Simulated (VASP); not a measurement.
# Mo (Im-3m) in VASP: further runs

The runs below take Mo through single point, with PBE.

All numbers are computed with VASP 6.6.1; they aren't measurements. Logs are shortened: lines on timing, memory, paths and dates and some standing lists are left out, and cuts for length are marked.

## Step 1: The cell of the first run

The structure is cubic, space group Im-3m (No. 229). The conventional cell has a = 3.163 Å, b = 3.163 Å, c = 3.163 Å, α = 90.00°, β = 90.00°, γ = 90.00°. Mo (site symmetry m-3m) has 14 Mo at 2.74 to 3.16 Å within 3.6 Å.

## Step 2: Single point, PBE

Contents of INCAR:

```
SYSTEM = Mo
ALGO = Normal ; EDIFF = 1E-6
ENCUT = 520 ; GGA = PE
ISIF = 2 ; ISMEAR = 1
LASPH = .TRUE. ; LCHARG = .FALSE.
LREAL = .FALSE. ; LWAVE = .FALSE.
NBANDS = 13 ; NELM = 60
PREC = Accurate ; SIGMA = 0.3
```

Contents of KPOINTS:

```
k-points
0
G
  14 14 14
  0 0 0
```

Contents of POSCAR:

```
Mo
1.0
   -1.5813793950      1.5813793950      1.5813793950
    1.5813793950     -1.5813793950      1.5813793950
    1.5813793950      1.5813793950     -1.5813793950
Mo
1
Direct
    0.0000000000      0.0000000000      0.0000000000
```

Potentials or basis: VASP PAW PBE potentials, release 64 (Mo_sv).

The run is started by

```console
cat potpaw_PBE.64/Mo_sv/POTCAR > POTCAR
mpirun -np 1 vasp_std > vasp.out
```

OUTCAR:

```text
SYSTEM = Mo
   EDIFF = 1E-6
   ENCUT = 520
   GGA = PE
   ISIF = 2
   ISMEAR = 1
   LASPH = .TRUE.
   LREAL = .FALSE.
   NELM = 60
   PREC = Accurate

 ion  position               nearest neighbor table
   1  0.000  0.000  0.000-

  LATTYP: Found a body centered cubic cell.
 ALAT       =     3.1627587900

  Lattice vectors:

 A1 = (  -1.5813793950,   1.5813793950,   1.5813793950)
 A2 = (   1.5813793950,  -1.5813793950,   1.5813793950)
 A3 = (   1.5813793950,   1.5813793950,  -1.5813793950)

Analysis of symmetry for initial positions (statically):
=====================================================================
 Subroutine PRICEL returns:
 Original cell was already a primitive cell.

 Routine SETGRP: Setting up the symmetry group for a
 body centered cubic supercell.

 Subroutine GETGRP returns: Found 48 space group operations
 (whereof 48 operations were pure point group operations)
 out of a pool of 48 trial point group operations.

The static configuration has the point symmetry O_h .

Analysis of symmetry for dynamics (positions and initial velocities):
=====================================================================
 Subroutine PRICEL returns:
 Original cell was already a primitive cell.

 Routine SETGRP: Setting up the symmetry group for a
 body centered cubic supercell.

 Subroutine GETGRP returns: Found 48 space group operations
 (whereof 48 operations were pure point group operations)
 out of a pool of 48 trial point group operations.

The dynamic configuration has the point symmetry O_h .

 Subroutine INISYM returns: Found 48 space group operations
 (whereof 48 operations are pure point group operations),
 and found     1 'primitive' translations

----------------------------------------------------------------------------------------

                                     Primitive cell

  volume of cell :      15.8186

  direct lattice vectors                    reciprocal lattice vectors
    -1.581379395  1.581379395  1.581379395     0.000000000  0.316179660  0.316179660
     1.581379395 -1.581379395  1.581379395     0.316179660  0.000000000  0.316179660
     1.581379395  1.581379395 -1.581379395     0.316179660  0.316179660  0.000000000

  length of vectors
     2.739029458  2.739029458  2.739029458     0.447145564  0.447145564  0.447145564

  position of ions in fractional coordinates (direct lattice)
     0.000000000  0.000000000  0.000000000

[... 81 lines left out ...]
   ISIF   =      2    stress and relaxation
   ISYM   =      2    0-nonsym 1-usesym 2-fastsym
   POTIM  = 0.5000    time-step for ionic-motion
   TEBEG  =    0.0;   TEEND  =   0.0 temperature during run
   PSTRESS=    0.0 pullay stress
   NELECT =      14.0000    total number of electrons
   NUPDOWN=      -1.0000    fix difference up-down
   EMIN   =  10.00;   EMAX   =-10.00  energy-range for DOS
   EFERMI =   0.00;   METHOD = LEGACY
   ISMEAR =     1;   SIGMA  =   0.30  broadening in eV -4-tet -1-fermi 0-gaus
   EFERMI_NEDOS =   21; number of points for ismear=-14 and -15
   IALGO  =     38    algorithm
   IMIX   =      4    mixing-type and parameters
     AMIX     =   0.40;   BMIX     =  1.00
     AMIX_MAG =   1.60;   BMIX_MAG =  1.00
  volume/ion in A,a.u.               =      15.82       106.75
  Fermi-wavevector in a.u.,A,eV,Ry     =   1.571791  2.970254 33.613555  2.470527
  Thomas-Fermi vector in A             =   2.673322
   LORBIT       =      0    0 simple, 1 ext, 2 COOP (PROOUT), +10 PAW based schemes
   GGA     = PE    functional components
   LHFCALC =     F    Hartree Fock is set to
   AEXX    =    0.0000 exact exchange contribution
   IVDW    =     0    specifies the selected vdW correction
   LEPSILON=     F    determine dielectric tensor
   LRPA    =     F    only Hartree local field effects (RPA)
 non-spin polarized calculation
 Methfessel and Paxton  Order N= 1 SIGMA  =   0.30
  energy-cutoff  :      520.00
  volume of cell :       15.82
 maximum number of plane-waves:       438
   NGX = 11   NGY = 11   NGZ = 11

 number of electron      14.0000004 magnetization

 Free energy of the ion-electron system (eV)
  ---------------------------------------------------
  ext. energy  EPLUGINS =         0.00000000
  ---------------------------------------------------
  free energy    TOTEN  =       -10.92521842 eV

  energy without entropy =      -10.91915439  energy(sigma->0) =      -10.92319708

 E-fermi :  12.4352     XC(G=0): -13.3259

 val. band max:       12.4269288075   @ k =  -0.2857   0.3571   0.1429
 cond. band min:      12.4559090744   @ k =  -0.3571   0.3571   0.2857
 fundamental gap:      0.0289802669
 Fermi energy:        12.4351875085

 k-point     1 :       0.0000    0.0000    0.0000
  band No.  band energies     occupation
      1     -48.8918      2.00000
      2     -22.1840      2.00000
      3     -22.1840      2.00000
      4     -22.1840      2.00000
      5       5.2066      2.00000
      6      11.0529      2.00000
      7      11.0529      2.00000
      8      11.0529      2.00000
      9      14.0354     -0.00000
     10      14.0354     -0.00000
     11      27.2175      0.00000
     12      27.2175      0.00000
     13      27.2175      0.00000
[... 354 lines left out ...]
  band No.  band energies     occupation
      1     -48.6097      2.00000
      2     -23.2181      2.00000
      3     -23.0116      2.00000
      4     -22.3522      2.00000
      5       8.5834      2.00000
      6       9.7601      2.00000
      7      10.4976      2.00000
      8      14.2533     -0.00000
      9      14.7325     -0.00000
     10      21.6520      0.00000
     11      22.4442      0.00000
     12      23.7728      0.00000
     13      29.5131      0.00000

 [... further k-points ...]

------------------------ aborting loop because EDIFF is reached ----------------------------------------

  FORCE on cell =-STRESS in cart. coord.  units (eV):
  Direction    XX          YY          ZZ          XY          YZ          ZX
  --------------------------------------------------------------------------------------
  -------------------------------------------------------------------------------------
  Total        0.0522669      0.0522669      0.0522669      0.0000000     -0.0000000      0.0000000
  in kB        5.2938227      5.2938227      5.2938227      0.0000000     -0.0000000      0.0000000
  external PRESSURE =       5.2938227 kB  Pullay stress =       0.0000000 kB

 VOLUME and BASIS-vectors are now :
 -----------------------------------------------------------------------------
  energy-cutoff  :      520.00
  volume of cell :       15.82
      direct lattice vectors                 reciprocal lattice vectors
    -1.581379395  1.581379395  1.581379395     0.000000000  0.316179660  0.316179660
     1.581379395 -1.581379395  1.581379395     0.316179660  0.000000000  0.316179660
     1.581379395  1.581379395 -1.581379395     0.316179660  0.316179660  0.000000000

 POSITION                                       TOTAL-FORCE (eV/Angst)
 -----------------------------------------------------------------------------------
      0.00000      0.00000      0.00000        -0.000000     -0.000000      0.000000
 -----------------------------------------------------------------------------------
    total drift:                                0.000000      0.000000      0.000000

  FREE ENERGIE OF THE ION-ELECTRON SYSTEM (eV)
  ---------------------------------------------------
  free  energy   TOTEN  =       -10.9252184190 eV

  energy  without entropy=      -10.9191543895  energy(sigma->0) =      -10.92319708
```

OSZICAR:

```text
N       E                     dE             d eps       ncg     rms          rms(c)
DAV:   1     0.918497538518E+02    0.91850E+02   -0.79270E+03  2712   0.110E+03
DAV:   2    -0.104329834792E+02   -0.10228E+03   -0.98868E+02  3119   0.310E+02
DAV:   3    -0.115964215228E+02   -0.11634E+01   -0.11602E+01  3024   0.328E+01
DAV:   4    -0.115990149708E+02   -0.25934E-02   -0.25934E-02  3054   0.190E+00
DAV:   5    -0.115990311111E+02   -0.16140E-04   -0.16140E-04  3034   0.135E-01    0.143E+01
DAV:   6    -0.110115670971E+02    0.58746E+00   -0.73220E-01  2774   0.105E+01    0.383E+00
DAV:   7    -0.109289553812E+02    0.82612E-01   -0.15035E-01  2964   0.453E+00    0.993E-01
DAV:   8    -0.109251543752E+02    0.38010E-02   -0.42037E-03  2824   0.831E-01    0.191E-01
DAV:   9    -0.109252082156E+02   -0.53840E-04   -0.13117E-04  3124   0.143E-01    0.747E-02
DAV:  10    -0.109252181916E+02   -0.99760E-05   -0.14569E-05  2799   0.449E-02    0.758E-03
DAV:  11    -0.109252184190E+02   -0.22736E-06   -0.16435E-07  1697   0.427E-03
   1 F= -.10925218E+02 E0= -.10923197E+02  d E =-.606403E-02
```

stdout:

```text
POSCAR found type information on POSCAR Mo
 POSCAR found :  1 types and       1 ions
 scaLAPACK will be used
 LDA part: xc-table for (Slater+PW92), standard interpolation
 POSCAR, INCAR and KPOINTS ok, starting setup
 FFT: planning ... GRIDC
 FFT: planning ... GRID_SOFT
 FFT: planning ... GRID
 WAVECAR not read
 entering main loop
```

Wall time 16 s (1 thread of Intel Xeon Platinum 8259CL at 2.50GHz (Skylake/Cascade Lake), shared host); peak memory 0.13 GiB.

Results:

```
Free energy            : -10.9252 eV
Pressure               : 0.5 GPa
Band gap on the k mesh : zero (band 7 reaches 16.30 eV, above the bottom of band 8 at 11.05 eV)
```

## Step 3: Single point, PBE

Contents of INCAR:

```
SYSTEM = Mo
  ALGO = Normal
  EDIFF = 1E-7
  ENCUT = 520
  GGA = PE
  ISIF = 2
  ISMEAR = 1
  LASPH = .TRUE.
  LCHARG = .FALSE.
  LREAL = .FALSE.
  LWAVE = .FALSE.
  NBANDS = 13
  NELM = 100
  PREC = Accurate
  SIGMA = 0.6
```

KPOINTS is that of step 2.

POSCAR is that of step 2.

Potentials or basis: VASP PAW PBE potentials, release 64 (Mo_sv).

The run is started by

```console
cat potpaw_PBE.64/Mo_sv/POTCAR > POTCAR
mpirun -np 1 vasp_std > vasp.out
```

It took 18 s on 1 thread of Intel Xeon Platinum 8259CL at 2.50GHz (Skylake/Cascade Lake), shared host; peak memory 0.13 GiB.

It converged, with:

- Free energy: -10.9283 eV
- Pressure: 0.1 GPa
- Band gap on the k mesh: zero (band 7 reaches 16.31 eV, above the bottom of band 8 at 11.06 eV)

Levels at points of the mesh, in eV from the Fermi level:
```csv
k point,band 3,band 4,band 5,band 6,band 7,band 8,band 9,band 10,band 11,band 12
"(0.00, 0.00, 0.00)",-34.59,-34.59,-7.21,-1.36,-1.36,-1.36,1.63,1.63,14.80,14.80
"(0.50, 0.00, 0.00)",-35.02,-34.60,-5.27,-3.36,1.57,1.65,2.27,4.64,11.45,11.92
"(0.50, 0.50, 0.50)",-35.52,-35.52,-5.36,-5.36,3.90,3.90,3.90,8.96,8.96,8.96
```

[end of part 1 of 2]
